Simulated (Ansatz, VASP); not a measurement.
## Two plane-wave programs on Hf

Contents of INCAR:

```
PREC = Accurate
ENCUT = 600
EDIFF = 1E-6
ISMEAR = 0
SIGMA = 0.1
LREAL = False
LASPH = True
NELM = 80
ALGO = Normal
ISIF = 3
LWAVE = False
LCHARG = False
GGA = PE
IBRION = 2
NSW = 100
EDIFFG = -0.005
```

The input KPOINTS:

```
regular mesh
0
Gamma
  15 15 8
```

The input POSCAR:

```
Hf
1.0
    3.2000007099      0.0000000000      0.0000000000
   -1.6000003549      2.7712819069      0.0000000000
    0.0000000000      0.0000000000      5.0624011231
Hf
2
Direct
    0.3333333333      0.6666666667      0.7500000000
    0.6666666667      0.3333333333      0.2500000000
```

Input for Ansatz:

```yaml
crystal:
  lattice:
    - [3.2000007099, 0.0, 0.0]
    - [-1.6000003549, 2.7712819069, 0.0]
    - [0.0, 0.0, 5.0624011231]
  atoms:
    - { symbol: Hf, position: [0.3333333333, 0.6666666667, 0.75] }
    - { symbol: Hf, position: [0.6666666667, 0.3333333333, 0.25] }
basis:
  ecutwfc: 420
kpoints:
  mp_grid: { grid: [15, 15, 8] }
hamiltonian:
  xc: pbe
scf:
  occupations: { method: gaussian, width: 0.1 }
output:
  forces: true
  stress: true
  eigenvalues: true
  write_density: true
  write_potential: true
  elf: true
  volumetric_format: npy
relax:
  adjacent_minimum: "off"
  f_tol: 0.005
  max_steps: 80
  cell: { stress_tol: 0.05 }
```

Alike in both runs: task relaxation of cell and atoms; functional PBE; k mesh 15 × 15 × 8; occupations gaussian, width 0.1 eV; no spin polarisation.

```csv
,VASP,Ansatz
version,VASP 6.6.1,Ansatz 0.2.0
potentials or method,"VASP PAW PBE potentials, release 64 (Hf_pv), cutoff 600 eV","scalar-relativistic, plane waves, PAW"
valence electrons in the cell,20,52
```

```csv
,VASP,Ansatz,Ansatz less VASP
"gap on the k mesh at the Fermi level, each at its own relaxed structure (eV)",none,none,-
relaxed volume (Å³/atom),22.44,22.54,+0.092
relaxed cell length with the largest relative difference (Å),5.059,5.068,+0.0090
```

A gap of «none» marks a metal or a gap that the smearing closes. VASP's potentials hold 20 valence electrons a cell and Ansatz's 52, so a difference there can come from the potentials and not from the codes.

Neither program's run includes spin-orbit coupling.
